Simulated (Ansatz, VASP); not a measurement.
# Two plane-wave programs on Bi

```
CELL_PARAMETERS angstrom
4.31490 0.00000 0.00000
-2.15745 3.73681 0.00000
0.00000 0.00000 27.05307
ATOMIC_POSITIONS crystal
Bi 0.33333 0.66667 0.31274
Bi 0.66667 0.33333 0.37577
```

Alike in both runs: task single point; functional LDA; k mesh 12 × 12 × 1; no spin polarisation.

|  | VASP | Ansatz |
| --- | --- | --- |
| version | VASP 6.6.1 | Ansatz 0.2.0 |
| potentials or method | VASP PAW LDA potentials, release 64 (Bi_d) | plane waves, PAW |
| plane-wave cutoff (eV) | 520 | 420 |
| occupations | gaussian, width 0.01 eV | fixed |
| valence electrons in the cell | 30 | 30 |

VASP gave:

* gap on the k mesh at the Fermi level (eV): 0.55
* rms of the force components (eV/Å): 0.127

Question: Which values does Ansatz return?

Answer: gap on the k mesh at the Fermi level (eV): 0.54; rms of the force components (eV/Å): 0.153.

LDA's correlation is that of Perdew and Zunger in VASP and of Perdew and Wang (1992) in Ansatz. Atom by atom the forces differ by 0.026 eV/Å (rms over components).

Spin-orbit coupling is off throughout.
